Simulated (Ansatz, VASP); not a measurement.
## Os: VASP beside Ansatz

The input POSCAR:

```
Os
1.0
    2.7393806551      0.0000000000      0.0000000000
   -1.3696903275      2.3723732379      0.0000000000
    0.0000000000      0.0000000000      4.3138178725
Os
2
Direct
    0.3333333333      0.6666666667      0.2500000000
    0.6666666667      0.3333333333      0.7500000000
```

Contents of INCAR.step1:

```
SYSTEM = Os
PREC     = Accurate       ! precision mode
ENCUT    = 520            ! plane-wave cutoff, eV
ISMEAR   = 1              ! smearing method
SIGMA    = 0.03           ! smearing width, eV
LREAL    = .FALSE.        ! projectors in reciprocal space
LASPH    = .TRUE.         ! aspherical terms in the spheres
NELM     = 100            ! most SCF steps
NBANDS   = 15             ! bands
GGA      = PE             ! functional
ALGO     = Normal         ! electronic algorithm
EDIFF    = 1E-4           ! SCF threshold, eV
LWAVE    = .TRUE.         ! write WAVECAR
LCHARG   = .FALSE.        ! write CHGCAR
```

The input INCAR.step2:

```
SYSTEM = Os
PREC     = Accurate       ! precision mode
ENCUT    = 520            ! plane-wave cutoff, eV
EDIFF    = 1E-6           ! SCF threshold, eV
ISMEAR   = 1              ! smearing method
SIGMA    = 0.03           ! smearing width, eV
LREAL    = .FALSE.        ! projectors in reciprocal space
LASPH    = .TRUE.         ! aspherical terms in the spheres
NELM     = 100            ! most SCF steps
ALGO     = Normal         ! electronic algorithm
ISIF     = 2              ! what is computed and relaxed
LWAVE    = .FALSE.        ! write WAVECAR
LCHARG   = .FALSE.        ! write CHGCAR
METAGGA  = R2SCAN         ! meta-GGA
LMIXTAU  = .TRUE.       
NBANDS   = 15             ! bands
ISTART   = 1
```

Contents of KPOINTS:

```
regular mesh
0
G
  13 13 7
  0 0 0
```

Input for Ansatz:

```yaml
crystal:
  lattice:
    - [2.7393806551, 0.0, 0.0]
    - [-1.3696903275, 2.3723732379, 0.0]
    - [0.0, 0.0, 4.3138178725]
  atoms:
    - { symbol: Os, position: [0.3333333333, 0.6666666667, 0.25] }
    - { symbol: Os, position: [0.6666666667, 0.3333333333, 0.75] }
hamiltonian:
  xc: r2scan
  pseudopotentials:
    kind: paw
    azcp:
      Os: "pseudopotentials/Os.paw.azcp"
basis:
  ecutwfc: 500
  fft_grid_basis: typed
kpoints:
  mp_grid: { grid: [13, 13, 7], shift: [0, 0, 0] }
magnetization:
  spin_polarized: false
scf:
  occupations: { method: cold, width: 0.03 }
  lower_state_search: "off"
output:
  stress: true
  write_density: true
  write_potential: true
  elf: true
  volumetric_format: npy
```

Alike in both runs: task single point; functional r2SCAN; k mesh 13 × 13 × 7; no spin polarisation.

|  | VASP | Ansatz |
| --- | --- | --- |
| version | VASP 6.6.1 | Ansatz 0.2.0 |
| potentials or method | VASP PAW PBE potentials, release 64 (Os), cutoff 520 eV | plane waves (500 eV) with PAW, scalar-relativistic |
| occupations | methfessel-paxton of order 1, width 0.03 eV | cold, width 0.03 eV |
| valence electrons in the cell | 16 | 32 |

VASP gave:

* pressure (GPa): 0.8
* traceless stress, the component that is largest in VASP (GPa): -0.27

Task: What did Ansatz give for the same quantities?

Result: Pressure (GPa): -0.3; traceless stress, the component that is largest in VASP (GPa): -0.41.

VASP's potentials were made for PBE, not for r2SCAN. VASP's potentials hold 16 valence electrons a cell and Ansatz's 32, so a difference there can come from the potentials and not from the codes.

Spin-orbit coupling is off throughout.
